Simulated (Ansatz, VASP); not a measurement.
## One calculation of BN, two programs

Contents of POSCAR:

```
BN
1.0
    2.5439500113      0.0000000000      0.0000000000
   -1.2719750056      2.2031253357      0.0000000000
    0.0000000000      0.0000000000      4.2078152881
B N
2 2
Direct
    0.3333333333      0.6666666667      0.0002034636
    0.6666666667      0.3333333333      0.5002034636
    0.3333333333      0.6666666667      0.3747965364
    0.6666666667      0.3333333333      0.8747965364
```

INCAR.step1

```
SYSTEM = BN
ALGO = Normal ; EDIFF = 1E-5
ENCUT = 580 ; GGA = PE
GGA_COMPAT = .FALSE. ; ISIF = 2
ISMEAR = 0 ; KPAR = 4
LASPH = .TRUE. ; LREAL = .FALSE.
LWAVE = .TRUE. ; NBANDS = 16
NELM = 120 ; PREC = Accurate
SIGMA = 0.01
```

File INCAR.step2:

```
SYSTEM = BN
AEXX = 0.25 ; ALGO = Normal
EDIFF = 1E-6 ; ENCUT = 580
GGA_COMPAT = .FALSE. ; ISIF = 2
ISMEAR = 0 ; ISTART = 1
KPAR = 4 ; LASPH = .TRUE.
LCHARG = .TRUE. ; LHFCALC = .TRUE.
LMIXTAU = .TRUE. ; LREAL = .FALSE.
LVHAR = .TRUE. ; LWAVE = .FALSE.
METAGGA = R2SCAN ; NBANDS = 16
NELM = 120 ; PREC = Accurate
PRECFOCK = Normal ; SIGMA = 0.01
```

KPOINTS

```
k-points
0
G
  9 9 4
  0 0 0
```

Input for Ansatz:

```yaml
crystal:
  lattice:
    - [2.5439500113, 0.0, 0.0]
    - [-1.2719750056, 2.2031253357, 0.0]
    - [0.0, 0.0, 4.2078152881]
  atoms:
    - { symbol: B, position: [0.3333333333, 0.6666666667, 0.0002034636] }
    - { symbol: B, position: [0.6666666667, 0.3333333333, 0.5002034636] }
    - { symbol: "N", position: [0.3333333333, 0.6666666667, 0.3747965364] }
    - { symbol: "N", position: [0.6666666667, 0.3333333333, 0.8747965364] }
kpoints:
  mp_grid: { grid: [9, 9, 4] }
  band_path:
    path:
      - [0.0, 0.0, 0.0]
      - [0.5, 0.0, 0.0]
      - [0.3333333333, 0.3333333333, 0.0]
      - [0.0, 0.0, 0.5]
      - [0.5, 0.0, 0.5]
      - [0.3333333333, 0.3333333333, 0.5]
      - [0.1, 0.0, 0.0]
    npoints: 1
hamiltonian:
  xc: r2scan0
scf:
  occupations: { method: fixed }
  n_extra_bands: 5
output:
  forces: true
  stress: true
  eigenvalues: true
```

Alike in both runs: task single point; functional r2SCAN0; k mesh 9 × 9 × 4; no spin polarisation.

|  | VASP | Ansatz |
| --- | --- | --- |
| version | VASP 6.6.1 | Ansatz 0.2.0 |
| potentials or method | VASP PAW PBE potentials, release 64 (B, N) | plane waves, PAW |
| plane-wave cutoff (eV) | 580 | 500 |
| occupations | gaussian, width 0.01 eV | fixed |
| valence electrons in the cell | 16 | 16 |

VASP gave:

| Property | Result |
| --- | --- |
| gap on the k mesh at the Fermi level (eV) | 7.61 |
| pressure (GPa) | -5.4 |
| traceless stress, the component that is largest in VASP (GPa) | -0.28 |
| rms of the force components (eV/Å) | 0.007 |

What did Ansatz give for the same quantities?

gap on the k mesh at the Fermi level (eV): 7.63; pressure (GPa): -6.6; traceless stress, the component that is largest in VASP (GPa): -0.29; rms of the force components (eV/Å): 0.009.

VASP's potentials were made for PBE, not for r2SCAN0. Atom by atom the forces differ by 0.002 eV/Å (rms over components). Ansatz's warnings: stress exchange threshold loose, stress scf threshold loose.
